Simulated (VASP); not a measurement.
InAs:

```
In As
1.0
     0.00000    3.05459    3.05459
     3.05459    0.00000    3.05459
     3.05459    3.05459    0.00000
In As
1 1
Direct
  0.00000 0.00000 0.00000
  0.25000 0.25000 0.25000
```

Base run:

* Program: VASP 6.6.1
* Functional: HSE06
* Potentials or basis: VASP PAW PBE potentials, release 64 (In_d, As)
* Cutoff: 520 eV
* k mesh: 6 × 6 × 6
* Occupations: fermi-dirac, width 0.02 eV
* Spin: no spin polarisation

Its results: band gap on the k mesh 0.36 eV, direct; pressure -0.2 GPa.

Q: The run is repeated on the same cell with these changes: functional from HSE06 to PBE; k mesh from 6 × 6 × 6 to 8 × 8 × 8. What comes out?

A: Band gap on the k mesh zero (filled and empty bands touch); pressure 2.1 GPa.

Several settings changed at once, so the effect can't be laid on one alone.

Caveats: spin-orbit coupling is left out, which moves the levels of the heavy elements; the PAW data sets were made with another functional, which shifts forces and pressure a little (some runs).

